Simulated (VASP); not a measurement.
Here is a VASP 6.6.1 calculation.

Contents of INCAR:

```
  PREC = Accurate
  ENCUT = 520
  EDIFF = 1E-6
  ISMEAR = -1
  SIGMA = 0.05
  LREAL = F
  LASPH = T
  NELM = 60
  ALGO = Normal
  ISIF = 2
  LWAVE = F
  LCHARG = F
  GGA = PE
  NBANDS = 9
```

Contents of KPOINTS:

```
Automatic mesh
0
Gamma
  13 13 13
```

File POSCAR:

```
Te
1.0
    3.2208112456      0.0000000000      0.0000000000
    0.0000000000      3.2208112456      0.0000000000
    0.0000000000      0.0000000000      3.2208112456
Te
1
Direct
    0.0000000000      0.0000000000      0.0000000000
```

Potentials or basis: VASP PAW PBE potentials, release 64 (Te).

Command:

```bash
$ cat potpaw_PBE.64/Te/POTCAR > POTCAR
$ mpirun -np 1 vasp_std > vasp.out
```

Estimate the band gap on the k mesh.

zero (band 3 reaches 8.60 eV, above the bottom of band 4 at 3.32 eV).

What does it give for the pressure?

-1.0 GPa.

Caveat: spin-orbit coupling is left out, which moves the levels of the heavy elements.
